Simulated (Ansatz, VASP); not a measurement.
CuAu: VASP beside Ansatz

```xyz
2
Lattice="2.7713 0.0000 0.0000 0.0000 2.7713 0.0000 0.0000 0.0000 3.5863" Properties=species:S:1:pos:R:3 pbc="T T T"
Cu    1.3857    1.3857    1.7931
Au    0.0000    0.0000    0.0000
```

Alike in both runs: functional LDA; k mesh 11 × 11 × 9; occupations fermi-dirac, width 0.1 eV; no spin polarisation.

Ansatz relaxed the structure, and its values are those at the end. VASP's run is a single point on that final structure, the one shown.

|  | VASP | Ansatz |
| --- | --- | --- |
| version | VASP 6.6.1 | Ansatz 0.2.0 |
| potentials or method | VASP PAW LDA potentials, release 64 (Cu, Au), cutoff 520 eV | PAW plane waves |
| valence electrons in the cell | 22 | 38 |

|  | VASP | Ansatz | Ansatz less VASP |
| --- | --- | --- | --- |
| gap on the k mesh at the Fermi level (eV) | none | none | - |
| pressure (GPa) | 0.5 | 0.0 | -0.47 |

Ansatz warns that its potentials were made for another functional, while VASP's fit it. LDA's correlation is that of Perdew and Zunger in VASP and of Perdew and Wang (1992) in Ansatz. A gap of «none» marks a metal or a gap that the smearing closes. VASP's potentials hold 22 valence electrons a cell and Ansatz's 38, so a difference there can come from the potentials and not from the codes.

Neither program's run includes spin-orbit coupling.
